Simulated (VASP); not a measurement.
# Al16As15 (a cell with a defect) in VASP: further runs, part 2 of 3

VASP 6.6.1.

## (3) Relaxation of the atoms, PBE (atoms taken out)

INCAR reads:

```
SYSTEM = Al16As15
PREC = Accurate
ENCUT = 450
EDIFF = 1E-7
ISMEAR = 0
SIGMA = 0.01
LREAL = Auto
LASPH = .TRUE.
NELM = 120
ALGO = Normal
ISIF = 2
LWAVE = .FALSE.
LCHARG = .FALSE.
GGA = PE
IBRION = 2
NSW = 65
EDIFFG = -0.025
NELECT = 120.0
GGA_COMPAT = .FALSE.
NELMIN = 4
KPAR = 2
NCORE = 2
```

KPOINTS reads:

```
Automatic mesh
0
Gamma
  2 2 2
  0.5 0.5 0.5
```

POSCAR reads:

```
Al16As15
1.0
   -5.7279123634      5.7279123634      5.7279123634
    5.7279123634     -5.7279123634      5.7279123634
    5.7279123634      5.7279123634     -5.7279123634
Al As
16 15
Direct
    0.4729371963      0.0000000000      0.5000000000
    0.4979242699      0.2484562783      0.2479242699
    0.5015437217      0.4994679916     -0.0005320084
    0.7500000000      0.7229371963      0.5000000000
    0.4979242699      0.7479242699      0.7484562783
    0.7500000000      0.0000000000      0.2229371963
    0.7500000000      0.2520757301      0.0005320084
    0.0020757301      0.5005320084      0.5000000000
    0.7500000000      0.5005320084      0.7520757301
   -0.0015437217      0.7479242699      0.2479242699
    0.0020757301      0.0000000000      0.0005320084
    0.2505320084      0.2520757301      0.5000000000
    0.0270628037      0.2770628037      0.7770628037
    0.2494679916      0.4994679916      0.2515437217
    0.2494679916      0.7515437217     -0.0005320084
    0.2505320084      0.0000000000      0.7520757301
    0.7500000000      0.2536126331      0.2522031923
    0.7500000000      0.5000000000      0.0000000000
    0.0036126331      0.7522031923      0.5000000000
    0.7500000000      0.7522031923      0.7536126331
    0.0036126331      0.0000000000      0.2522031923
   -0.0022031923      0.2477968077      0.0014094408
    0.2500000000      0.5000000000      0.5000000000
   -0.0022031923      0.5014094408      0.7477968077
    0.2485905592      0.7463873669      0.2463873669
    0.2500000000      0.0000000000      0.0000000000
    0.5022031923      0.2536126331      0.5000000000
    0.2514094408      0.2477968077      0.7477968077
    0.4963873669      0.4985905592      0.2463873669
    0.4963873669      0.7463873669     -0.0014094408
    0.5022031923      0.0000000000      0.7536126331
```

Potentials or basis: VASP PAW PBE potentials, release 64 (Al, As).

Command:

```
$ cat potpaw_PBE.64/Al/POTCAR potpaw_PBE.64/As/POTCAR > POTCAR
$ mpirun -np 4 vasp_std > vasp.out
```

OUTCAR:

```text
SYSTEM = Al16As15
   PREC = Accurate
   ENCUT = 450
   EDIFF = 1E-7
   ISMEAR = 0
   LREAL = Auto
   LASPH = .TRUE.
   NELM = 120
   ISIF = 2
   GGA = PE
   IBRION = 2
   NSW = 65
   EDIFFG = -0.025
   NELECT = 120.0
   NELMIN = 4

 ion  position               nearest neighbor table
   1  0.473  0.000  0.500-  27 2.43  31 2.43  25 2.43
   2  0.498  0.248  0.248-  26 2.46  17 2.47  27 2.47  29 2.49
   3  0.502  0.499  0.999-  18 2.46  29 2.47  30 2.47  28 2.49
   4  0.750  0.723  0.500-  19 2.43  20 2.43  29 2.43
   5  0.498  0.748  0.748-  23 2.46  20 2.47  31 2.47  30 2.49
   6  0.750  0.000  0.223-  17 2.43  21 2.43  30 2.43
   7  0.750  0.252  0.001-  18 2.46  22 2.47  31 2.47  17 2.49
   8  0.002  0.501  0.500-  23 2.46  24 2.47  17 2.47  19 2.49
   9  0.750  0.501  0.752-  18 2.46  24 2.47  27 2.47  20 2.49
  10  0.998  0.748  0.248-  18 2.46  19 2.47  21 2.47  25 2.49
  11  0.002  0.000  0.001-  26 2.46  22 2.47  20 2.47  21 2.49
  12  0.251  0.252  0.500-  23 2.46  28 2.47  21 2.47  27 2.49
  13  0.027  0.277  0.777-  22 2.43  24 2.43  28 2.43
  14  0.249  0.499  0.252-  23 2.46  25 2.47  29 2.47  22 2.49
  15  0.249  0.752  0.999-  26 2.46  25 2.47  30 2.47  24 2.49
  16  0.251  0.000  0.752-  26 2.46  28 2.47  19 2.47  31 2.49
  17  0.750  0.254  0.252-   6 2.43   2 2.47   8 2.47   7 2.49
  18  0.750  0.500  0.000-   3 2.46   7 2.46   9 2.46  10 2.46
  19  0.004  0.752  0.500-   4 2.43  10 2.47  16 2.47   8 2.49
[... 10 lines left out ...]
  30  0.496  0.746  0.999-   6 2.43   3 2.47  15 2.47   5 2.49
  31  0.502  0.000  0.754-   1 2.43   5 2.47   7 2.47  16 2.49

  LATTYP: Found a body centered cubic cell.
 ALAT       =    11.4558247268

  Lattice vectors:

 A1 = (  -5.7279123634,   5.7279123634,   5.7279123634)
 A2 = (   5.7279123634,  -5.7279123634,   5.7279123634)
 A3 = (   5.7279123634,   5.7279123634,  -5.7279123634)

Analysis of symmetry for initial positions (statically):
=====================================================================
 Subroutine PRICEL returns:
 Original cell was already a primitive cell.

 Routine SETGRP: Setting up the symmetry group for a
 body centered cubic supercell.

 Subroutine GETGRP returns: Found 24 space group operations
 (whereof  2 operations were pure point group operations)
 out of a pool of 48 trial point group operations.

The static configuration has the point symmetry C_1h.
 The point group associated with its full space group is T_d .

Analysis of symmetry for dynamics (positions and initial velocities):
=====================================================================
 Subroutine PRICEL returns:
 Original cell was already a primitive cell.

 Routine SETGRP: Setting up the symmetry group for a
 body centered cubic supercell.

 Subroutine GETGRP returns: Found 24 space group operations
 (whereof  2 operations were pure point group operations)
 out of a pool of 48 trial point group operations.

The dynamic configuration has the point symmetry C_1h.
 The point group associated with its full space group is T_d .

 Subroutine INISYM returns: Found 24 space group operations
 (whereof  2 operations are pure point group operations),
 and found     1 'primitive' translations

----------------------------------------------------------------------------------------

                                     Primitive cell

  volume of cell :     751.7078

[... 113 lines left out ...]
 SYSTEM =  Al16As15
   PREC   = accura    normal or accurate (medium, high low for compatibility)
   ISTART =      0    job   : 0-new  1-cont  2-samecut
   ICHARG =      2    charge: 1-file 2-atom 10-const
   ISPIN  =      1    spin polarized calculation?
   LNONCOLLINEAR =      F non collinear calculations
   LSORBIT =      F    spin-orbit coupling
   LASPH  =      T    aspherical Exc in radial PAW
   ENCUT  =  450.0 eV  33.07 Ry    5.75 a.u.  17.16 17.16 17.16*2*pi/ulx,y,z
   NELM   =    120;   NELMIN=  4; NELMDL= -5     # of ELM steps
   EDIFF  = 0.1E-06   stopping-criterion for ELM
   LREAL  =      T    real-space projection
   EDIFFG = -.3E-01   stopping-criterion for IOM
   NSW    =     65    number of steps for IOM
   IBRION =      2    ionic relax: 0-MD 1-quasi-New 2-CG
   NFREE  =      1    steps in history (QN), initial steepest desc. (CG)
   ISIF   =      2    stress and relaxation
   ISYM   =      2    0-nonsym 1-usesym 2-fastsym
   POTIM  = 0.5000    time-step for ionic-motion
   TEBEG  =    0.0;   TEEND  =   0.0 temperature during run
   PSTRESS=    0.0 pullay stress
   NELECT =     120.0000    total number of electrons
   NUPDOWN=      -1.0000    fix difference up-down
   EMIN   =  10.00;   EMAX   =-10.00  energy-range for DOS
   EFERMI =   0.00;   METHOD = LEGACY
   ISMEAR =     0;   SIGMA  =   0.01  broadening in eV -4-tet -1-fermi 0-gaus
   EFERMI_NEDOS =   21; number of points for ismear=-14 and -15
   IALGO  =     38    algorithm
   IMIX   =      4    mixing-type and parameters
     AMIX     =   0.40;   BMIX     =  1.00
     AMIX_MAG =   1.60;   BMIX_MAG =  1.00
  volume/ion in A,a.u.               =      24.25       163.64
  Fermi-wavevector in a.u.,A,eV,Ry     =   0.888080  1.678228 10.730732  0.788687
  Thomas-Fermi vector in A             =   2.009463
   LORBIT       =      0    0 simple, 1 ext, 2 COOP (PROOUT), +10 PAW based schemes
   GGA     = PE    functional components
   LHFCALC =     F    Hartree Fock is set to
   AEXX    =    0.0000 exact exchange contribution
   IVDW    =     0    specifies the selected vdW correction
   LEPSILON=     F    determine dielectric tensor
   LRPA    =     F    only Hartree local field effects (RPA)
 conjugate gradient relaxation of ions
 non-spin polarized calculation
 Gauss-broadening in eV      SIGMA  =   0.01
  energy-cutoff  :      450.00
  volume of cell :      751.71
 maximum number of plane-waves:     16308
 NGX is ok and might be reduce to    70
   NGX = 35   NGY = 35   NGZ = 35

--------------------------------------- Ionic step        1  -------------------------------------------

 number of electron     120.0000000 magnetization

 Free energy of the ion-electron system (eV)
  ---------------------------------------------------
  ext. energy  EPLUGINS =         0.00000000
  ---------------------------------------------------
  free energy    TOTEN  =      -153.35469139 eV

  energy without entropy =     -153.35469139  energy(sigma->0) =     -153.35469139

------------------------ aborting loop because EDIFF is reached ----------------------------------------

  FORCE on cell =-STRESS in cart. coord.  units (eV):
  Direction    XX          YY          ZZ          XY          YZ          ZX
  --------------------------------------------------------------------------------------
  -------------------------------------------------------------------------------------
  Total      -19.4858740    -19.4858740    -19.4858740     -0.0000000     -0.0000000     -0.0000000
  in kB      -41.5318606    -41.5318606    -41.5318606     -0.0000000     -0.0000000     -0.0000000
  external PRESSURE =     -41.5318606 kB  Pullay stress =       0.0000000 kB
[... 442 lines left out ...]
--------------------------------------- Ionic step        8  -------------------------------------------

 number of electron     119.9999997 magnetization

 Free energy of the ion-electron system (eV)
  ---------------------------------------------------
  ext. energy  EPLUGINS =         0.00000000
  ---------------------------------------------------
  free energy    TOTEN  =      -153.80732604 eV

  energy without entropy =     -153.80732604  energy(sigma->0) =     -153.80732604

 E-fermi :   2.9420     XC(G=0):  -8.5828

 val. band max:        2.8636699916   @ k =   0.2500   0.2500   0.2500
 cond. band min:       4.5649483700   @ k =   0.2500   0.2500   0.2500
 fundamental gap:      1.7012783784
 Fermi energy:         2.9419747380

 k-point     1 :       0.2500    0.2500    0.2500
  band No.  band energies     occupation
      1      -7.8111      2.00000
      2      -7.8111      2.00000
      3      -7.8111      2.00000
      4      -7.5997      2.00000
      5      -6.8122      2.00000
      6      -6.8122      2.00000
[... 64 lines left out ...]
     71       5.9285      0.00000
     72       6.1213      0.00000

 k-point     2 :      -0.2500    0.2500    0.2500
  band No.  band energies     occupation
      1      -8.1133      2.00000
      2      -7.4914      2.00000
      3      -7.4914      2.00000
      4      -7.4558      2.00000
      5      -7.2944      2.00000
      6      -7.0742      2.00000
[... 64 lines left out ...]
     71       6.4607      0.00000
     72       6.6995      0.00000
 [bands above 72 left out]

------------------------ aborting loop because EDIFF is reached ----------------------------------------

  FORCE on cell =-STRESS in cart. coord.  units (eV):
  Direction    XX          YY          ZZ          XY          YZ          ZX
  --------------------------------------------------------------------------------------
  -------------------------------------------------------------------------------------
  Total      -16.3201121    -16.3201121    -16.3201121     -0.0000000      0.0000000     -0.0000000
  in kB      -34.7844095    -34.7844095    -34.7844095     -0.0000000      0.0000000     -0.0000000
  external PRESSURE =     -34.7844095 kB  Pullay stress =       0.0000000 kB
[... 46 lines left out ...]
  FREE ENERGIE OF THE ION-ELECTRON SYSTEM (eV)
  ---------------------------------------------------
  free  energy   TOTEN  =      -153.8073260417 eV

  energy  without entropy=     -153.8073260417  energy(sigma->0) =     -153.80732604

 reached required accuracy - stopping structural energy minimisation
```

Run time: 5.2 min. Hardware: 4 MPI ranks of AMD EPYC 7R13 (Zen 3), shared host; peak memory 0.47 GiB.

Results:

```yaml
Free_energy: -153.8073 eV
Energy_gained_by_relaxing: 14.6 meV/atom
Ionic_steps: 8
Largest_force_after_relaxing: 0.020 eV/Å
```

Forces on the atoms (eV/Å):
```
Al  -0.008  0.008  0.008
Al  -0.007  0.017 -0.007
Al   0.017  0.007  0.007
Al   0.008 -0.008  0.008
Al  -0.007 -0.007  0.017
Al   0.008  0.008 -0.008
Al  -0.017 -0.007  0.007
Al  -0.007  0.007 -0.017
Al  -0.017  0.007 -0.007
Al   0.017 -0.007 -0.007
Al  -0.007 -0.017  0.007
Al   0.007 -0.007 -0.017
Al  -0.008 -0.008 -0.008
Al   0.007  0.007  0.017
Al   0.007  0.017  0.007
Al   0.007 -0.017 -0.007
As  -0.011 -0.010  0.010
As   0.000  0.000  0.000
As  -0.010  0.010 -0.011
As  -0.011  0.010 -0.010
As  -0.010 -0.011  0.010
As   0.010  0.010  0.011
As   0.000  0.000  0.000
As   0.010  0.011  0.010
As   0.011 -0.010 -0.010
As   0.000  0.000  0.000
As   0.010 -0.010 -0.011
As   0.011  0.010  0.010
As  -0.010  0.011 -0.010
As  -0.010 -0.010  0.011
As   0.010 -0.011 -0.010
```

The path:
```tsv
step	energy change (eV)	largest force (eV/Å)	pressure (GPa)
1	0.0000	0.8008	-4.15
2	-0.1252	0.6526	-4.05
3	-0.2532	0.2996	-3.81
4	-0.3576	0.2166	-3.70
5	-0.4290	0.1928	-3.48
6	-0.4510	0.0427	-3.48
7	-0.4515	0.0347	-3.48
8	-0.4526	0.0197	-3.48
```

Final structure:
```yaml
crystal:
  lattice:
    - [-5.72791, 5.72791, 5.72791]
    - [5.72791, -5.72791, 5.72791]
    - [5.72791, 5.72791, -5.72791]
  atoms:
    - { symbol: Al, position: [0.44390, 0.00000, 0.50000] }
    - { symbol: Al, position: [0.49515, 0.24674, 0.24515] }
    - { symbol: Al, position: [0.50326, 0.49841, 0.99841] }
    - { symbol: Al, position: [0.75000, 0.69390, 0.50000] }
    - { symbol: Al, position: [0.49515, 0.74515, 0.74674] }
    - { symbol: Al, position: [0.75000, 0.00000, 0.19390] }
    - { symbol: Al, position: [0.75000, 0.25485, 0.00159] }
    - { symbol: Al, position: [0.00485, 0.50159, 0.50000] }
    - { symbol: Al, position: [0.75000, 0.50159, 0.75485] }
    - { symbol: Al, position: [0.99674, 0.74515, 0.24515] }
    - { symbol: Al, position: [0.00485, 0.00000, 0.00159] }
    - { symbol: Al, position: [0.25159, 0.25485, 0.50000] }
    - { symbol: Al, position: [0.05610, 0.30610, 0.80610] }
    - { symbol: Al, position: [0.24841, 0.49841, 0.25326] }
    - { symbol: Al, position: [0.24841, 0.75326, 0.99841] }
    - { symbol: Al, position: [0.25159, 0.00000, 0.75485] }
    - { symbol: As, position: [0.75000, 0.25632, 0.25308] }
    - { symbol: As, position: [0.75000, 0.50000, 0.00000] }
    - { symbol: As, position: [0.00632, 0.75308, 0.50000] }
    - { symbol: As, position: [0.75000, 0.75308, 0.75631] }
    - { symbol: As, position: [0.00632, 0.00000, 0.25308] }
    - { symbol: As, position: [0.99692, 0.24692, 0.00323] }
    - { symbol: As, position: [0.25000, 0.50000, 0.50000] }
    - { symbol: As, position: [0.99692, 0.50323, 0.74692] }
    - { symbol: As, position: [0.24677, 0.74369, 0.24368] }
    - { symbol: As, position: [0.25000, 0.00000, 0.00000] }
    - { symbol: As, position: [0.50308, 0.25632, 0.50000] }
    - { symbol: As, position: [0.25323, 0.24692, 0.74692] }
    - { symbol: As, position: [0.49368, 0.49677, 0.24368] }
    - { symbol: As, position: [0.49368, 0.74369, 0.99677] }
    - { symbol: As, position: [0.50308, 0.00000, 0.75631] }
```

Caveat: the cell carries a net charge on a neutralising background, which shifts energy and pressure; the cell differs from its parent crystal (atoms taken out); the cell is charged against a uniform background, so pressure and absolute levels hang on convention.

(Continued in part 3 of 3.)
